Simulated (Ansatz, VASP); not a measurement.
# Ag in VASP and in Ansatz

The input POSCAR:

```
Ag
1.0
   -1.6556540000      1.6556540000      1.5314799500
    1.6556540000     -1.6556540000      1.5314799500
    1.6556540000      1.6556540000     -1.5314799500
Ag
1
Direct
    0.0000000000      0.0000000000      0.0000000000
```

Contents of INCAR.step1:

```
SYSTEM = Ag
PREC = Accurate
ENCUT = 520
ISMEAR = 0
SIGMA = 0.15
LREAL = .False.
LASPH = .True.
NELM = 80
NBANDS = 12
GGA = PE
ALGO = Normal
EDIFF = 1E-4
LWAVE = .True.
LCHARG = .False.
```

The input INCAR.step2:

```
SYSTEM = Ag
PREC = Accurate
ENCUT = 520
EDIFF = 1E-6
ISMEAR = 0
SIGMA = 0.15
LREAL = .False.
LASPH = .True.
NELM = 80
ALGO = Normal
ISIF = 2
LWAVE = .False.
LCHARG = .False.
METAGGA = R2SCAN
LMIXTAU = .True.
NBANDS = 12
ISTART = 1
```

Contents of KPOINTS:

```
regular mesh
0
Gamma
  20 20 20
  0 0 0
```

Input for Ansatz:

```yaml
crystal:
  lattice:
    - [-1.655654, 1.655654, 1.53147995]
    - [1.655654, -1.655654, 1.53147995]
    - [1.655654, 1.655654, -1.53147995]
  atoms:
    - { symbol: Ag, position: [0.0, 0.0, 0.0] }
basis:
  ecutwfc: 500
kpoints:
  mp_grid: { grid: [20, 20, 20] }
hamiltonian:
  xc: r2scan
scf:
  occupations: { method: gaussian, width: 0.15 }
output:
  forces: true
  stress: true
  eigenvalues: true
  write_density: true
  write_potential: true
  elf: true
  volumetric_format: npy
```

Change from the starting cell: strain -0.0750 x Voigt [0, 0, 1, 0, 0, 0], atoms carried along.

Alike in both runs: task single point; functional r2SCAN; k mesh 20 × 20 × 20; occupations gaussian, width 0.15 eV; no spin polarisation.

|  | VASP | Ansatz |
| --- | --- | --- |
| version | VASP 6.6.1 | Ansatz 0.2.0 |
| potentials or method | VASP PAW PBE potentials, release 64 (Ag), cutoff 520 eV | scalar-relativistic, plane waves, PAW |
| valence electrons in the cell | 11 | 19 |

VASP gave:

* gap on the k mesh at the Fermi level (eV): none
* pressure (GPa): 4.4
* traceless stress, the component that is largest in VASP (GPa): -0.13

Q: Estimate Ansatz's values.

A: gap on the k mesh at the Fermi level (eV): none; pressure (GPa): 4.2; traceless stress, the component that is largest in VASP (GPa): -0.12.

VASP's potentials were made for PBE, not for r2SCAN. A gap of «none» marks a metal or a gap that the smearing closes. VASP's potentials hold 11 valence electrons a cell and Ansatz's 19, so a difference there can come from the potentials and not from the codes.
